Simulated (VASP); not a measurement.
Input of a VASP 6.6.1 run:

The input INCAR:

```
PREC = Accurate
ENCUT = 600
EDIFF = 1E-7
ISMEAR = 0
SIGMA = 0.1
LREAL = False
LASPH = True
NELM = 80
ALGO = Normal
ISIF = 3
LWAVE = False
LCHARG = False
IBRION = 2
NSW = 80
EDIFFG = -0.05
```

File KPOINTS:

```
Automatic mesh
0
Gamma
  4 4 4
```

POSCAR

```
HgTe
1.0
    2.9925180000     -3.4669290000      0.0000000000
    2.9925180000      3.4669290000      0.0000000000
    0.0000000000      0.0000000000      5.7981570000
Hg Te
2 2
Direct
    0.3430500000      0.6569500000      0.7500000000
    0.6569500000      0.3430500000      0.2500000000
    0.7848090000      0.2151910000      0.7500000000
    0.2151910000      0.7848090000      0.2500000000
```

Potentials or basis: VASP PAW LDA potentials, release 64 (Hg, Te).

Launch:

```sh
$ cat potpaw_LDA.64/Hg/POTCAR potpaw_LDA.64/Te/POTCAR > POTCAR
$ mpirun -np 1 vasp_std > vasp.out
```

Question: Predict the relaxed cell.

Answer: a = 4.425 Å, b = 4.425 Å, c = 5.581 Å, α = 90.00°, β = 90.00°, γ = 97.63°.

Question: Predict the relaxed volume.

Answer: 27.08 Å³/atom.

Question: What does it give for the space group after relaxing (to 0.1 Å)?

Answer: Cmcm (No. 63).

Final structure:
```xyz
4
Lattice="2.9136 -3.3302 0.0000 2.9136 3.3302 0.0000 0.0000 0.0000 5.5813" Properties=species:S:1:pos:R:3 pbc="T T T"
Hg    2.9136    1.0499    4.1860
Hg    2.9136   -1.0499    1.3953
Te    2.9136   -1.9478    4.1860
Te    2.9136    1.9478    1.3953
```
